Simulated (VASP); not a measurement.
# LiNbO3 (Cc) in VASP: a series of runs

LiNbO3 is run at these levels: PBE; tasks: single point.

All numbers are computed with VASP 6.6.1; they aren't measurements. Logs are shortened: lines on timing, memory, paths and dates and some standing lists are left out, and cuts for length are marked.

### 1 The cell of the first run

The structure is monoclinic, space group Cc (No. 9). The conventional cell has a = 8.652 Å, b = 5.190 Å, c = 5.491 Å, α = 90.00°, β = 121.68°, γ = 90.00°. Within 2.7 Å of Li (site symmetry 1) lie 6 O at 2.03 to 2.27 Å. Within 2.4 Å of Nb (site symmetry 1) lie 6 O at 1.84 to 2.16 Å. Within 2.4 Å of O (site symmetry 1) lie 2 Nb at 1.84 to 2.12 Å and 2 Li at 2.08 to 2.23 Å. O (site symmetry 1) has 2 Nb at 1.85 to 2.16 Å and 2 Li at 2.03 to 2.27 Å within 2.5 Å. O (site symmetry 1) has 2 Nb at 1.88 to 2.13 Å and 2 Li at 2.03 to 2.24 Å within 2.5 Å.

### 2 Single point, PBE (strain -0.0375 x Voigt [0, 1, 0, 0, 0, 0])

File INCAR:

```
ALGO = Normal ; EDIFF = 1E-7
ENCUT = 520 ; GGA = PE
ISIF = 2 ; ISMEAR = 0
LASPH = True ; LCHARG = False
LREAL = False ; LWAVE = False
NBANDS = 45 ; NELM = 80
PREC = Accurate ; SIGMA = 0.05
```

File KPOINTS:

```
k-points
0
Gamma
  6 6 6
```

File POSCAR:

```
LiNbO3
1.0
    2.5948427099      1.4419531444      4.6721811297
   -2.5948427099      1.4419531444      4.6721811297
    0.0000000000     -2.8839062888      4.6721811297
Li Nb O
2 2 6
Direct
    0.2816289705      0.2816289705      0.2816289705
    0.7816289705      0.7816289705      0.7816289705
    0.0004207091      0.0004207091      0.0004207091
    0.5004207091      0.5004207091      0.5004207091
    0.1105883052      0.3579662670      0.7210657481
    0.7210657481      0.1105883052      0.3579662670
    0.3579662670      0.7210657481      0.1105883052
    0.2210657481      0.8579662670      0.6105883052
    0.8579662670      0.6105883052      0.2210657481
    0.6105883052      0.2210657481      0.8579662670
```

Potentials or basis: VASP PAW PBE potentials, release 64 (Li_sv, Nb_sv, O).

Run with:

```
cat potpaw_PBE.64/Li_sv/POTCAR potpaw_PBE.64/Nb_sv/POTCAR potpaw_PBE.64/O/POTCAR > POTCAR
mpirun -np 1 vasp_std > vasp.out
```

OUTCAR:

```text
EDIFF = 1E-7
   ENCUT = 520
   GGA = PE
   ISIF = 2
   ISMEAR = 0
   LASPH = True
   LREAL = False
   NELM = 80
   PREC = Accurate

 ion  position               nearest neighbor table
   1  0.282  0.282  0.282-   8 2.03  10 2.03   9 2.08   5 2.23   7 2.24   6 2.27
   2  0.782  0.782  0.782-   7 2.03   6 2.03   5 2.08   9 2.23   8 2.24  10 2.27
   3  0.000  0.000  0.000-   5 1.84   6 1.85   7 1.88   9 2.12   8 2.13  10 2.16
   4  0.500  0.500  0.500-   9 1.84  10 1.85   8 1.88   5 2.12   7 2.13   6 2.16
   5  0.111  0.358  0.721-   3 1.84   2 2.08   4 2.12   1 2.23
   6  0.721  0.111  0.358-   3 1.85   2 2.03   4 2.16   1 2.27
   7  0.358  0.721  0.111-   3 1.88   2 2.03   4 2.13   1 2.24
   8  0.221  0.858  0.611-   4 1.88   1 2.03   3 2.13   2 2.24
   9  0.858  0.611  0.221-   4 1.84   1 2.08   3 2.12   2 2.23
  10  0.611  0.221  0.858-   4 1.85   1 2.03   3 2.16   2 2.27

  LATTYP: Found a base centered monoclinic cell.
 ALAT       =     8.6517188664
 B/A-ratio  =     0.5998444355
 C/A-ratio  =     0.6346201122
 COS(beta)  =    -0.5252486124

  Lattice vectors:

 A1 = (   2.5948427099,   4.3258594332,   0.0000000000)
 A2 = (  -2.5948427099,   4.3258594332,   0.0000000000)
 A3 = (   0.0000000000,  -2.8839062888,   4.6721811297)

Analysis of symmetry for initial positions (statically):
=====================================================================
 Subroutine PRICEL returns:
 Original cell was already a primitive cell.

 Routine SETGRP: Setting up the symmetry group for a
 base centered monoclinic supercell.

 Subroutine GETGRP returns: Found  2 space group operations
 (whereof  1 operations were pure point group operations)
 out of a pool of  4 trial point group operations.

The static configuration has the point symmetry C_1 .
 The point group associated with its full space group is C_1h.

Analysis of symmetry for dynamics (positions and initial velocities):
=====================================================================
 Subroutine PRICEL returns:
 Original cell was already a primitive cell.

 Routine SETGRP: Setting up the symmetry group for a
 base centered monoclinic supercell.

 Subroutine GETGRP returns: Found  2 space group operations
 (whereof  1 operations were pure point group operations)
 out of a pool of  4 trial point group operations.

[... 123 lines left out ...]
   ISIF   =      2    stress and relaxation
   ISYM   =      2    0-nonsym 1-usesym 2-fastsym
   POTIM  = 0.5000    time-step for ionic-motion
   TEBEG  =    0.0;   TEEND  =   0.0 temperature during run
   PSTRESS=    0.0 pullay stress
   NELECT =      68.0000    total number of electrons
   NUPDOWN=      -1.0000    fix difference up-down
   EMIN   =  10.00;   EMAX   =-10.00  energy-range for DOS
   EFERMI =   0.00;   METHOD = LEGACY
   ISMEAR =     0;   SIGMA  =   0.05  broadening in eV -4-tet -1-fermi 0-gaus
   EFERMI_NEDOS =   21; number of points for ismear=-14 and -15
   IALGO  =     38    algorithm
   IMIX   =      4    mixing-type and parameters
     AMIX     =   0.40;   BMIX     =  1.00
     AMIX_MAG =   1.60;   BMIX_MAG =  1.00
  volume/ion in A,a.u.               =      10.49        70.78
  Fermi-wavevector in a.u.,A,eV,Ry     =   1.416881  2.677517 27.314407  2.007552
  Thomas-Fermi vector in A             =   2.538169
   LORBIT       =      0    0 simple, 1 ext, 2 COOP (PROOUT), +10 PAW based schemes
   GGA     = PE    functional components
   LHFCALC =     F    Hartree Fock is set to
   AEXX    =    0.0000 exact exchange contribution
   IVDW    =     0    specifies the selected vdW correction
   LEPSILON=     F    determine dielectric tensor
   LRPA    =     F    only Hartree local field effects (RPA)
 non-spin polarized calculation
 Gauss-broadening in eV      SIGMA  =   0.05
  energy-cutoff  :      520.00
  volume of cell :      104.89
 maximum number of plane-waves:      2844
 NGX is ok and might be reduce to    42
   NGX = 21   NGY = 21   NGZ = 21

 number of electron      67.9999993 magnetization

 Free energy of the ion-electron system (eV)
  ---------------------------------------------------
  ext. energy  EPLUGINS =         0.00000000
  ---------------------------------------------------
  free energy    TOTEN  =       -79.85494388 eV

  energy without entropy =      -79.85494388  energy(sigma->0) =      -79.85494388

 E-fermi :   3.9033     XC(G=0): -10.8559

 val. band max:        3.6825374670   @ k =   0.0000   0.0000   0.0000
 cond. band min:       7.3803787182   @ k =   0.1667   0.1667   0.0000
 fundamental gap:      3.6978412512
 Fermi energy:         3.9033386189

 k-point     1 :       0.0000    0.0000    0.0000
  band No.  band energies     occupation
      1     -50.3863      2.00000
      2     -50.3699      2.00000
      3     -38.9230      2.00000
      4     -38.9204      2.00000
      5     -26.7947      2.00000
      6     -26.7129      2.00000
[... 1141 lines left out ...]
     44      13.1370      0.00000
     45      13.8491      0.00000

 [... further k-points ...]

------------------------ aborting loop because EDIFF is reached ----------------------------------------

  FORCE on cell =-STRESS in cart. coord.  units (eV):
  Direction    XX          YY          ZZ          XY          YZ          ZX
  --------------------------------------------------------------------------------------
  -------------------------------------------------------------------------------------
  Total        3.3143318      9.7940234      3.5846675      0.0000000      0.8639861      0.0000000
  in kB       50.6259814    149.6024184     54.7553238      0.0000000     13.1972744      0.0000000
  external PRESSURE =      84.9945745 kB  Pullay stress =       0.0000000 kB

 VOLUME and BASIS-vectors are now :
 -----------------------------------------------------------------------------
  energy-cutoff  :      520.00
  volume of cell :      104.89
      direct lattice vectors                 reciprocal lattice vectors
     2.594842710  1.441953144  4.672181130     0.192689907  0.115583968  0.071344266
    -2.594842710  1.441953144  4.672181130    -0.192689907  0.115583968  0.071344266
     0.000000000 -2.883906289  4.672181130     0.000000000 -0.231167937  0.071344266

 POSITION                                       TOTAL-FORCE (eV/Angst)
 -----------------------------------------------------------------------------------
      0.00000      0.00000      3.94746        -0.012569      0.073970      0.030836
      0.00000      0.00000     10.95574         0.012569      0.073970      0.030836
      0.00000      0.00000      0.00590         0.661587     -0.274721     -0.536757
      0.00000      0.00000      7.01417        -0.661587     -0.274721     -0.536757
     -0.64191     -1.40385      5.55812        -0.495027      0.657312      0.234592
      1.58409      0.16687      5.55812        -0.311917     -0.668259      0.290711
     -0.94219      1.23699      5.55812         0.179659      0.211697     -0.019382
     -1.65266     -0.20497      7.89421        -0.179659      0.211697     -0.019382
      0.64191      1.48005      7.89421         0.495027      0.657312      0.234592
      1.01075     -1.27509      7.89421         0.311917     -0.668259      0.290711
 -----------------------------------------------------------------------------------
    total drift:                               -0.000000     -0.000666     -0.000433

  FREE ENERGIE OF THE ION-ELECTRON SYSTEM (eV)
  ---------------------------------------------------
  free  energy   TOTEN  =       -79.8549438777 eV

  energy  without entropy=      -79.8549438777  energy(sigma->0) =      -79.85494388
```

OSZICAR:

```text
N       E                     dE             d eps       ncg     rms          rms(c)
DAV:   1     0.731966441218E+03    0.73197E+03   -0.36882E+04  6120   0.160E+03
DAV:   2    -0.318242678914E+02   -0.76379E+03   -0.73790E+03  7846   0.547E+02
DAV:   3    -0.919180189163E+02   -0.60094E+02   -0.59565E+02  8960   0.143E+02
DAV:   4    -0.972840774002E+02   -0.53661E+01   -0.53513E+01 10840   0.386E+01
DAV:   5    -0.975361263394E+02   -0.25205E+00   -0.25196E+00  9217   0.619E+00    0.279E+01
DAV:   6    -0.798309952704E+02    0.17705E+02   -0.75487E+01  8920   0.538E+01    0.916E+00
DAV:   7    -0.798270412404E+02    0.39540E-02   -0.74051E+00  9512   0.155E+01    0.568E+00
DAV:   8    -0.798473663312E+02   -0.20325E-01   -0.80762E-01  9784   0.607E+00    0.157E+00
DAV:   9    -0.798491005016E+02   -0.17342E-02   -0.10161E-01  8720   0.236E+00    0.895E-01
DAV:  10    -0.798547178834E+02   -0.56174E-02   -0.28229E-02  7928   0.115E+00    0.996E-02
DAV:  11    -0.798548407544E+02   -0.12287E-03   -0.24158E-03  9450   0.265E-01    0.621E-02
DAV:  12    -0.798549226607E+02   -0.81906E-04   -0.13392E-04  9352   0.717E-02    0.225E-02
DAV:  13    -0.798549418077E+02   -0.19147E-04   -0.39555E-05  7711   0.570E-02    0.136E-02
DAV:  14    -0.798549441387E+02   -0.23310E-05   -0.55461E-06  8880   0.132E-02    0.764E-03
DAV:  15    -0.798549439700E+02    0.16874E-06   -0.24034E-06  9118   0.112E-02    0.183E-03
DAV:  16    -0.798549438429E+02    0.12704E-06   -0.22570E-07  4968   0.349E-03    0.883E-04
DAV:  17    -0.798549438777E+02   -0.34779E-07   -0.49640E-08  4065   0.168E-03
   1 F= -.79854944E+02 E0= -.79854944E+02  d E =-.140111E-11
```

Run time: 11 min. Hardware: 1 thread of Oxide Virtual Turin-like, shared host; peak memory 0.39 GiB.

Results:

- Free energy: -79.8549 eV
- Largest force: 0.895 eV/Å
- Band gap on the k mesh: 3.70 eV (least direct gap 3.71 eV)

Forces on the atoms (eV/Å):
```
Li  -0.013  0.074  0.031
Li   0.013  0.074  0.031
Nb   0.662 -0.275 -0.537
Nb  -0.662 -0.275 -0.537
O   -0.495  0.657  0.235
O   -0.312 -0.668  0.291
O    0.180  0.212 -0.019
O   -0.180  0.212 -0.019
O    0.495  0.657  0.235
O    0.312 -0.668  0.291
```

Levels at points of the mesh, in eV from the valence-band top:
| k point | band 31 | band 32 | band 33 | band 34 | band 35 | band 36 | band 37 | band 38 |
| --- | --- | --- | --- | --- | --- | --- | --- | --- |
| (0.00, 0.00, 0.00) | -0.65 | -0.52 | -0.01 | 0.00 | 3.71 | 3.73 | 4.28 | 5.31 |
| (0.50, 0.00, 0.00) | -0.37 | -0.35 | -0.25 | -0.20 | 3.99 | 4.03 | 4.85 | 4.90 |
| (0.50, 0.50, 0.00) | -0.72 | -0.61 | -0.52 | -0.15 | 3.82 | 4.33 | 4.68 | 4.75 |
| (0.00, 0.00, 0.50) | -0.29 | -0.29 | -0.21 | -0.21 | 3.99 | 3.99 | 4.78 | 4.78 |
| (0.50, 0.00, 0.50) | -0.77 | -0.64 | -0.47 | -0.22 | 3.83 | 4.26 | 4.73 | 4.87 |
| (0.50, 0.50, 0.50) | -0.35 | -0.35 | -0.28 | -0.28 | 4.80 | 4.80 | 4.93 | 4.93 |

Caveat: the cell differs from its parent crystal (strain -0.0375 x Voigt [0, 1, 0, 0, 0, 0]); the cutoff is under 1.25 times the usual one of these potentials, so pressure, stress and relaxed cells hold a basis-set (Pulay) error. A k mesh can miss the band edges.

### 3 Single point, PBE (strain +0.0375 x Voigt [0, 1, 0, 0, 0, 0])

File INCAR:

```
SYSTEM = LiNbO3
PREC     = Accurate       ! precision mode
ENCUT    = 520            ! plane-wave cutoff, eV
EDIFF    = 1E-6           ! SCF threshold, eV
ISMEAR   = 0              ! smearing method
SIGMA    = 0.05           ! smearing width, eV
LREAL    = .False.        ! projectors in reciprocal space
LASPH    = .True.         ! aspherical terms in the spheres
NELM     = 100            ! most SCF steps
ALGO     = Normal         ! electronic algorithm
ISIF     = 2              ! what is computed and relaxed
LWAVE    = .False.        ! write WAVECAR
LCHARG   = .False.        ! write CHGCAR
GGA      = PE             ! functional
NBANDS   = 45             ! bands
```

File KPOINTS:

```
Automatic mesh
0
Gamma
  6 6 6
  0 0 0
```

Changes to POSCAR since step 2:

```diff
@@ -2,5 +2,5 @@
 1.0
-    2.5948427099      1.4419531444      4.6721811297
-   -2.5948427099      1.4419531444      4.6721811297
-    0.0000000000     -2.8839062888      4.6721811297
+    2.5948427099      1.5543131297      4.6721811297
+   -2.5948427099      1.5543131297      4.6721811297
+    0.0000000000     -3.1086262594      4.6721811297
 Li Nb O
```

Potentials or basis: VASP PAW PBE potentials, release 64 (Li_sv, Nb_sv, O).

Run with:

```
cat potpaw_PBE.64/Li_sv/POTCAR potpaw_PBE.64/Nb_sv/POTCAR potpaw_PBE.64/O/POTCAR > POTCAR
mpirun -np 1 vasp_std > vasp.out
```

OUTCAR:

```text
SYSTEM = LiNbO3
   PREC = Accurate
   ENCUT = 520
   EDIFF = 1E-6
   ISMEAR = 0
   LREAL = .False.
   LASPH = .True.
   NELM = 100
   ISIF = 2
   GGA = PE

 ion  position               nearest neighbor table
   1  0.282  0.282  0.282-   9 2.08  10 2.13   8 2.14   6 2.27
   2  0.782  0.782  0.782-   5 2.08   6 2.13   7 2.14  10 2.27
   3  0.000  0.000  0.000-   7 1.89   6 1.92   5 1.93  10 2.16   8 2.19   9 2.20
   4  0.500  0.500  0.500-   8 1.89  10 1.92   9 1.93   6 2.16   7 2.19   5 2.20
   5  0.111  0.358  0.721-   3 1.93   2 2.08   4 2.20
   6  0.721  0.111  0.358-   3 1.92   2 2.13   4 2.16   1 2.27
   7  0.358  0.721  0.111-   3 1.89   2 2.14   4 2.19
   8  0.221  0.858  0.611-   4 1.89   1 2.14   3 2.19
   9  0.858  0.611  0.221-   4 1.93   1 2.08   3 2.20
  10  0.611  0.221  0.858-   4 1.92   1 2.13   3 2.16   2 2.27

  LATTYP: Found a base centered monoclinic cell.
 ALAT       =     9.3258787782
 B/A-ratio  =     0.5564821872
 C/A-ratio  =     0.6017500072
 COS(beta)  =    -0.5539398909

  Lattice vectors:

 A1 = (   2.5948427099,   4.6629393891,   0.0000000000)
 A2 = (  -2.5948427099,   4.6629393891,   0.0000000000)
 A3 = (   0.0000000000,  -3.1086262594,   4.6721811297)

Analysis of symmetry for initial positions (statically):
=====================================================================
 Subroutine PRICEL returns:
 Original cell was already a primitive cell.

 Routine SETGRP: Setting up the symmetry group for a
 base centered monoclinic supercell.

 Subroutine GETGRP returns: Found  2 space group operations
 (whereof  1 operations were pure point group operations)
 out of a pool of  4 trial point group operations.

The static configuration has the point symmetry C_1 .
 The point group associated with its full space group is C_1h.

Analysis of symmetry for dynamics (positions and initial velocities):
=====================================================================
 Subroutine PRICEL returns:
[... 154 lines left out ...]
   IVDW    =     0    specifies the selected vdW correction
   LEPSILON=     F    determine dielectric tensor
   LRPA    =     F    only Hartree local field effects (RPA)
 non-spin polarized calculation
 Gauss-broadening in eV      SIGMA  =   0.05
  energy-cutoff  :      520.00
  volume of cell :      113.06
 maximum number of plane-waves:      3063
 NGX is ok and might be reduce to    42
   NGX = 21   NGY = 21   NGZ = 21

 number of electron      67.9999998 magnetization

 Free energy of the ion-electron system (eV)
  ---------------------------------------------------
  ext. energy  EPLUGINS =         0.00000000
  ---------------------------------------------------
  free energy    TOTEN  =       -79.87867870 eV

  energy without entropy =      -79.87867870  energy(sigma->0) =      -79.87867870

 E-fermi :   3.3453     XC(G=0): -10.4873

 val. band max:        3.0270637425   @ k =   0.1667   0.1667   0.1667
 cond. band min:       6.3664095281   @ k =   0.5000   0.0000   0.3333
 fundamental gap:      3.3393457857
 Fermi energy:         3.3453484277

 k-point     1 :       0.0000    0.0000    0.0000
  band No.  band energies     occupation
      1     -51.4075      2.00000
      2     -51.3966      2.00000
      3     -39.7495      2.00000
      4     -39.7476      2.00000
      5     -27.6376      2.00000
      6     -27.5956      2.00000
[... 1141 lines left out ...]
     44      11.6849      0.00000
     45      12.2760      0.00000

 [... further k-points ...]

------------------------ aborting loop because EDIFF is reached ----------------------------------------

  FORCE on cell =-STRESS in cart. coord.  units (eV):
  Direction    XX          YY          ZZ          XY          YZ          ZX
  --------------------------------------------------------------------------------------
  -------------------------------------------------------------------------------------
  Total       -3.2890353     -8.8794345     -3.2583460      0.0000000     -0.6330653      0.0000000
  in kB      -46.6078046   -125.8274566    -46.1729171      0.0000000     -8.9709538      0.0000000
  external PRESSURE =     -72.8693928 kB  Pullay stress =       0.0000000 kB

 VOLUME and BASIS-vectors are now :
 -----------------------------------------------------------------------------
  energy-cutoff  :      520.00
  volume of cell :      113.06
      direct lattice vectors                 reciprocal lattice vectors
     2.594842710  1.554313130  4.672181130     0.192689907  0.107228501  0.071344266
    -2.594842710  1.554313130  4.672181130    -0.192689907  0.107228501  0.071344266
     0.000000000 -3.108626259  4.672181130     0.000000000 -0.214457002  0.071344266

 POSITION                                       TOTAL-FORCE (eV/Angst)
 -----------------------------------------------------------------------------------
      0.00000      0.00000      3.94746        -0.001263     -0.048684     -0.018524
      0.00000      0.00000     10.95574         0.001263     -0.048684     -0.018524
      0.00000      0.00000      0.00590        -0.504177      0.167431      0.350217
      0.00000      0.00000      7.01417         0.504177      0.167431      0.350217
     -0.64191     -1.51324      5.55812         0.372754     -0.509284     -0.143950
      1.58409      0.17987      5.55812         0.184436      0.571189     -0.187843
     -0.94219      1.33338      5.55812        -0.205320     -0.180652      0.000100
     -1.65266     -0.22094      7.89421         0.205320     -0.180652      0.000100
      0.64191      1.59538      7.89421        -0.372754     -0.509284     -0.143950
      1.01075     -1.37445      7.89421        -0.184436      0.571189     -0.187843
 -----------------------------------------------------------------------------------
    total drift:                                0.000000     -0.000923     -0.000084

  FREE ENERGIE OF THE ION-ELECTRON SYSTEM (eV)
  ---------------------------------------------------
  free  energy   TOTEN  =       -79.8786787028 eV

  energy  without entropy=      -79.8786787028  energy(sigma->0) =      -79.87867870
```

Run time: 12 min. Hardware: 1 thread of Oxide Virtual Turin-like, shared host; peak memory 0.4 GiB.

What came out:

```yaml
Free_energy: -79.8787 eV
Largest_force: 0.647 eV/Å
Band_gap_on_the_k_mesh: 3.34 eV (least direct gap 3.38 eV)
```

Forces in eV/Å, atoms in the order of the input:
```
Li  -0.001 -0.049 -0.019
Li   0.001 -0.049 -0.019
Nb  -0.504  0.167  0.350
Nb   0.504  0.167  0.350
O    0.373 -0.509 -0.144
O    0.184  0.571 -0.188
O   -0.205 -0.181  0.000
O    0.205 -0.181  0.000
O   -0.373 -0.509 -0.144
O   -0.184  0.571 -0.188
```

Caveat: the cell differs from its parent crystal (strain +0.0375 x Voigt [0, 1, 0, 0, 0, 0]); the cutoff is under 1.25 times the usual one of these potentials, so pressure, stress and relaxed cells hold a basis-set (Pulay) error. A k mesh can miss the band edges.
